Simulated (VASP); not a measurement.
W: single point with PBEsol

W:

```
CELL_PARAMETERS angstrom
0.00000 1.99955 2.03000
1.99955 0.00000 2.03000
1.99955 1.99955 0.00000
ATOMIC_POSITIONS crystal
W 0.00000 0.00000 0.00000
```

This cell differs from its parent crystal: strain -0.015 along x and y, +0.000 along z.

| Quantity | Value |
| --- | --- |
| Program | VASP 6.6.1 |
| Task | single point |
| Functional | PBEsol |
| Potentials or basis | VASP PAW PBE potentials, release 64 (W_sv) |
| Cutoff | 520 eV |
| k mesh | 20 × 20 × 20 |
| Occupations | gaussian, width 0.15 eV |
| Spin | no spin polarisation |
| Dipole correction | no |
| Further INCAR settings | ALGO = Normal; EDIFF = 1e-06; NBANDS = 13 |

```
Pressure               : -4.0 GPa
Band gap on the k mesh : zero (band 7 reaches 13.70 eV, above the bottom of band 8 at 9.96 eV)
```

Stress tensor (GPa, compression positive):
```
-5.67  0.00  0.00
 0.00 -5.67  0.00
 0.00  0.00 -0.76
```

Levels at points of the mesh, in eV from the Fermi level:
```
           k point  band 3  band 4  band 5  band 6  band 7  band 8  band 9  band 10  band 11  band 12
(0.00, 0.00, 0.00)  -37.22  -37.22   -9.07   -0.71   -0.51   -0.51    2.43     2.74    12.84    17.74
(0.50, 0.00, 0.00)  -37.40  -37.37   -5.67   -0.93   -0.70    0.68    5.05     5.19    10.44    12.46
(0.50, 0.50, 0.00)  -37.63  -37.63   -5.59   -4.56    2.92    5.09    5.86     5.86    11.98    11.98
(0.50, 0.00, 0.50)  -37.68  -37.66   -5.58   -4.60    3.22    5.06    5.75     6.00    11.63    11.87
```

It took 33 s on 1 thread of Intel(R) Xeon(R) 6975P-C (Granite Rapids) (shared host), peak memory 0.24 GiB.

Caveat: the cell differs from its parent crystal (strain -0.015 along x and y, +0.000 along z); the PAW data sets were made with another functional, which shifts forces and pressure a little; spin-orbit coupling is left out, which moves the levels of the heavy elements.
